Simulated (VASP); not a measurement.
Crystal: SiC.

```xyz
12
Lattice="3.0766 0.0000 0.0000 -1.5383 2.6644 0.0000 0.0000 0.0000 15.0981" Properties=species:S:1:pos:R:3 pbc="T T T"
Si    0.0000    1.7763   12.5765
Si    1.5383    0.8881    5.0275
Si    1.5383    0.8881   10.0629
Si    0.0000    1.7763    2.5138
Si    0.0000    0.0000    7.5450
Si    0.0000    0.0000   15.0940
C     0.0000    0.0000   13.2013
C     0.0000    0.0000    5.6522
C     0.0000    1.7763   10.6894
C     1.5383    0.8881    3.1404
C     1.5383    0.8881    8.1759
C     0.0000    1.7763    0.6269
```

Base run:

- Program: VASP 6.6.1
- Functional: PBE
- Potentials or basis: VASP PAW PBE potentials, release 64 (Si, C)
- Cutoff: 520 eV
- k mesh: 10 × 10 × 2
- Occupations: fermi-dirac, width 0.02 eV
- Spin: no spin polarisation

Its results: band gap on the k mesh 2.02 eV (least direct gap 3.12 eV); pressure 3.9 GPa; largest force 0.007 eV/Å.

Problem. The run is repeated on the same cell with these changes: functional from PBE to r2SCAN. What comes out?

Solution. Band gap on the k mesh 2.40 eV (least direct gap 3.56 eV); pressure 0.2 GPa; largest force 0.005 eV/Å.

Caveats: the cell stands under pressure (at least some runs); the PAW data sets were made with another functional, which shifts forces and pressure a little (at least some runs).

A k mesh can miss the band edges.
